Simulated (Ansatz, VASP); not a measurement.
One calculation of TaCl3F, two programs

The input INCAR:

```
SYSTEM = TaCl3F
PREC = Accurate ; ENCUT = 700
EDIFF = 1E-7 ; ISMEAR = 0
SIGMA = 0.15 ; LREAL = .FALSE.
LASPH = .TRUE. ; NELM = 120
ALGO = Normal ; ISIF = 3
LWAVE = .FALSE. ; LCHARG = .FALSE.
GGA = PE ; IBRION = 2
NSW = 36 ; EDIFFG = -0.08
GGA_COMPAT = .FALSE. ; NELMIN = 4
```

File KPOINTS:

```
Automatic mesh
0
G
  3 3 3
  0 0 0
```

The input POSCAR:

```
TaCl3F
1.0
    4.9363725700      0.0000000000      0.0000000000
    0.0000000000      4.9363725700      0.0000000000
    0.0000000000      0.0000000000      4.9363725700
Ta Cl F
1 3 1
Direct
    0.5000000000      0.5000000000      0.5000000000
    0.5000000000      0.0000000000      0.0000000000
    0.0000000000      0.5000000000      0.0000000000
    0.0000000000      0.0000000000      0.5000000000
    0.0000000000      0.0000000000      0.0000000000
```

Input for Ansatz:

```yaml
crystal:
  lattice:
    - [4.93637257, 0.0, 0.0]
    - [0.0, 4.93637257, 0.0]
    - [0.0, 0.0, 4.93637257]
  atoms:
    - { symbol: Ta, position: [0.5, 0.5, 0.5] }
    - { symbol: Cl, position: [0.5, 0.0, 0.0] }
    - { symbol: Cl, position: [0.0, 0.5, 0.0] }
    - { symbol: Cl, position: [0.0, 0.0, 0.5] }
    - { symbol: F, position: [0.0, 0.0, 0.0] }
basis:
  ecutwfc: 420
kpoints:
  mp_grid: { grid: [3, 3, 3] }
hamiltonian:
  xc: pbe
scf:
  occupations: { method: gaussian, width: 0.15 }
  lower_state_search: "off"
output:
  forces: true
  stress: true
  eigenvalues: true
relax:
  adjacent_minimum: "off"
  f_tol: 0.08
  max_steps: 16
  cell: { stress_tol: 0.8 }
```

Change from the starting cell: species swapped into the MgNi3B type (Pm-3m, No. 221).

Alike in both runs: task relaxation of cell and atoms; functional PBE; k mesh 3 × 3 × 3; occupations gaussian, width 0.15 eV; no spin polarisation.

|  | VASP | Ansatz |
| --- | --- | --- |
| version | VASP 6.6.1 | Ansatz 0.2.0 |
| potentials or method | VASP PAW PBE potentials, release 64 (Ta_sv_GW, Cl, F), cutoff 700 eV | scalar-relativistic, plane waves, PAW |
| valence electrons in the cell | 41 | 41 |

Ansatz gave:

```
gap on the k mesh at the Fermi level, each at its own relaxed structure (eV)  : none
relaxed volume (Å³/atom)                                                      : 18.67
relaxed length of the cell vector where the two differ most in proportion (Å) : 4.536
```

Problem. Estimate VASP's values.

Solution. gap on the k mesh at the Fermi level, each at its own relaxed structure (eV): none; relaxed volume (Å³/atom): 18.52; relaxed length of the cell vector where the two differ most in proportion (Å): 4.524.

A gap of «none» marks a metal or a gap that the smearing closes.

The k mesh is coarse, so the values compare programs but aren't converged. Spin-orbit coupling is off throughout. Noted on VASP's run: the volume moved by over 15 % at a fixed basis, so the end points are rough.
